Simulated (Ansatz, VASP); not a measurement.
Mo: VASP beside Ansatz

```
Mo
1.0
    -0.97713    1.70385    1.70385
     1.70385   -0.97713    1.70385
     1.70385    1.70385   -0.97713
Mo
1
Direct
  0.00000 0.00000 0.00000
```

Alike in both runs: task single point; functional LDA; k mesh 22 × 22 × 22; occupations gaussian, width 0.15 eV; no spin polarisation.

```csv
,VASP,Ansatz
version,VASP 6.6.1,Ansatz 0.2.0
potentials or method,"VASP PAW LDA potentials, release 64 (Mo_sv), cutoff 520 eV","scalar-relativistic, plane waves, PAW"
valence electrons in the cell,14,14
```

Ansatz gave:

| Quantity | Value |
| --- | --- |
| gap on the k mesh at the Fermi level (eV) | none |
| pressure (GPa) | -10.6 |
| traceless stress, the component that is largest in VASP (GPa) | -5.16 |

Q: Estimate VASP's values.

A: gap on the k mesh at the Fermi level (eV): none; pressure (GPa): -9.8; traceless stress, the component that is largest in VASP (GPa): -5.18.

Ansatz warns that its potentials were made for another functional, while VASP's fit it. LDA's correlation is that of Perdew and Zunger in VASP and of Perdew and Wang (1992) in Ansatz. A gap of «none» marks a metal or a gap that the smearing closes.
